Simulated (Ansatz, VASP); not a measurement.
# CuO: VASP beside Ansatz

```
Cu O
1.0
     0.00000    2.32725    2.32725
     2.32725    0.00000    2.32725
     2.32725    2.32725    0.00000
Cu O
1 1
Cartesian
  0.0000 0.0000 0.0000
  1.1636 1.1636 1.1636
```

Alike in both runs: functional LDA; k mesh 10 × 10 × 10; occupations fermi-dirac, width 0.05 eV; no spin polarisation; Hubbard terms Cu d U = 4.5 eV.

|  | VASP | Ansatz |
| --- | --- | --- |
| version | VASP 6.6.1 | Ansatz 0.2.0 |
| potentials or method | VASP PAW LDA potentials, release 64 (Cu_sv_GW, O) | Ansatz PAW |
| plane-wave cutoff (eV) | 820 | 420 |
| valence electrons in the cell | 25 | 25 |
| task | single point | band structure |

VASP gave:

```
gap on the k mesh at the Fermi level (eV) : none
pressure (GPa)                            : -20.3
```

What did Ansatz give for the same quantities?

gap on the k mesh at the Fermi level (eV): none; pressure (GPa): -18.2.

LDA's correlation is that of Perdew and Zunger in VASP and of Perdew and Wang (1992) in Ansatz. The programs project onto different local orbitals, so the same U acts differently, and such runs can settle in different states. A gap of «none» marks a metal or a gap that the smearing closes.
